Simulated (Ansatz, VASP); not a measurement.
## TiS2 in VASP and in Ansatz

```
Ti S
1.0
     3.41060    0.00000    0.00000
    -1.70530    2.95367    0.00000
     0.00000    0.00000    5.73872
Ti S
1 2
Direct
  0.00000 0.00000 0.00000
  0.33333 0.66667 0.24491
  0.66667 0.33333 0.75509
```

Alike in both runs: task single point; functional PBE-based global hybrid; k mesh 6 × 6 × 2; occupations fermi-dirac, width 0.02 eV; no spin polarisation.

|  | VASP | Ansatz |
| --- | --- | --- |
| version | VASP 6.6.1 | Ansatz 0.2.0 |
| potentials or method | VASP PAW PBE potentials, release 64 (Ti_sv, S) | plane waves |
| plane-wave cutoff (eV) | 400 | 420 |
| valence electrons in the cell | 24 | 24 |

VASP gave:

| Item | Value |
| --- | --- |
| gap on the k mesh at the Fermi level (eV) | 2.92 |
| pressure (GPa) | -2.4 |
| traceless stress, the component that is largest in VASP (GPa) | 0.06 |
| rms of the force components (eV/Å) | 0.238 |

Task: Estimate Ansatz's values.

Result: gap on the k mesh at the Fermi level (eV): 2.89; pressure (GPa): -1.6; traceless stress, the component that is largest in VASP (GPa): -0.16; rms of the force components (eV/Å): 0.245.

VASP's potentials were made for PBE, not for PBE-based global hybrid. Atom by atom the forces differ by 0.006 eV/Å (rms over components). Ansatz's warnings: stress exchange threshold loose, stress scf threshold loose.

The k mesh is coarse, so the values compare programs but aren't converged.
